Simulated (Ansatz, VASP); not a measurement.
## Two plane-wave programs on CaC2

Contents of INCAR:

```
SYSTEM = CaC2
PREC     = Accurate       ! precision mode
ENCUT    = 600            ! plane-wave cutoff, eV
EDIFF    = 1E-6           ! SCF threshold, eV
ISMEAR   = 0              ! smearing method
SIGMA    = 0.05           ! smearing width, eV
LREAL    = .False.        ! projectors in reciprocal space
LASPH    = .True.         ! aspherical terms in the spheres
NELM     = 120            ! most SCF steps
ALGO     = Normal         ! electronic algorithm
ISIF     = 2              ! what is computed and relaxed
LWAVE    = .False.        ! write WAVECAR
LCHARG   = .True.         ! write CHGCAR
GGA      = CA             ! functional
LELF     = .True.         ! ELF
LVHAR    = .True.       
NBANDS   = 16             ! bands
GGA_COMPAT= .False.
```

File KPOINTS:

```
regular mesh
0
Gamma
  10 10 10
  0 0 0
```

POSCAR

```
CaC2
1.0
   -1.9258949960      1.9258949960      3.2957511584
    1.9258949960     -1.9258949960      3.2957511584
    1.9258949960      1.9258949960     -3.2957511584
Ca C
1 2
Direct
    0.0000000000      0.0000000000      0.0000000000
    0.5996770466      0.5996770466      0.0000000000
    0.4003229534      0.4003229534      0.0000000000
```

Input for Ansatz:

```yaml
crystal:
  lattice:
    - [-1.925894996, 1.925894996, 3.2957511584]
    - [1.925894996, -1.925894996, 3.2957511584]
    - [1.925894996, 1.925894996, -3.2957511584]
  atoms:
    - { symbol: Ca, position: [0.0, 0.0, 0.0] }
    - { symbol: C, position: [0.5996770466, 0.5996770466, 0.0] }
    - { symbol: C, position: [0.4003229534, 0.4003229534, 0.0] }
basis:
  ecutwfc: 420
kpoints:
  mp_grid: { grid: [10, 10, 10] }
hamiltonian:
  xc: lda
scf:
  occupations: { method: gaussian, width: 0.05 }
output:
  forces: true
  stress: true
  eigenvalues: true
```

Change from the starting cell: strain +0.025 along x and y, +0.050 along z, atoms carried along.

Alike in both runs: task single point; functional LDA; k mesh 10 × 10 × 10; occupations gaussian, width 0.05 eV; no spin polarisation.

|  | VASP | Ansatz |
| --- | --- | --- |
| version | VASP 6.6.1 | Ansatz 0.2.0 |
| potentials or method | VASP PAW LDA potentials, release 64 (Ca_sv, C), cutoff 600 eV | scalar-relativistic, plane waves, PAW |
| valence electrons in the cell | 18 | 18 |

Ansatz gave:

```
gap on the k mesh at the Fermi level (eV)                     : 0.93
least direct gap on the mesh (eV)                             : 2.02
pressure (GPa)                                                : -10.7
traceless stress, the component that is largest in VASP (GPa) : -14.03
rms of the force components (eV/Å)                            : 1.713
```

Problem. Estimate VASP's values.

Solution. gap on the k mesh at the Fermi level (eV): 0.91; least direct gap on the mesh (eV): 2.01; pressure (GPa): -10.5; traceless stress, the component that is largest in VASP (GPa): -13.82; rms of the force components (eV/Å): 1.678.

LDA's correlation is that of Perdew and Zunger in VASP and of Perdew and Wang (1992) in Ansatz. Atom by atom the forces differ by 0.036 eV/Å (rms over components).
